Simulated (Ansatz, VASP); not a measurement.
# Al4B3Sb: VASP beside Ansatz

```
CELL_PARAMETERS angstrom
-3.05533 1.76884 0.00458
-3.05709 -1.77152 0.00649
-2.02105 -0.00619 10.18395
ATOMIC_POSITIONS crystal
Al 0.82553 0.83511 0.20802
Al 0.69837 0.69554 0.60554
Al 0.29918 0.30363 0.79201
Al 0.43450 0.43509 0.39439
B 0.07896 0.05258 0.50004
B 0.00335 0.00836 0.68036
B 0.12176 0.13007 0.31967
Sb 0.56515 0.56641 0.99997
```

Change from the starting cell: cell x1, atoms moved at random (sigma 0.05 Å) and cell strained at random (1.5 %), then relaxed without symmetry.

Alike in both runs: functional PBE; k mesh 8 × 8 × 2; occupations gaussian, width 0.2 eV; no spin polarisation.

Ansatz relaxed the structure, and its values are those at the end. VASP's run is a single point on that final structure, the one shown.

|  | VASP | Ansatz |
| --- | --- | --- |
| version | VASP 6.6.1 | Ansatz 0.2.0 |
| potentials or method | VASP PAW PBE potentials, release 64 (Al, B, Sb), cutoff 520 eV | scalar-relativistic, plane waves, PAW |
| valence electrons in the cell | 26 | 36 |

Ansatz gave:

```
gap on the k mesh at the Fermi level (eV) : none
pressure (GPa)                            : 0.0
rms of the force components (eV/Å)        : 0.003
```

Task: What did VASP give for the same quantities?

Result: gap on the k mesh at the Fermi level (eV): none; pressure (GPa): 0.0; rms of the force components (eV/Å): 0.005.

A gap of «none» marks a metal or a gap that the smearing closes. VASP's potentials hold 26 valence electrons a cell and Ansatz's 36, so a difference there can come from the potentials and not from the codes.

Neither program's run includes spin-orbit coupling.
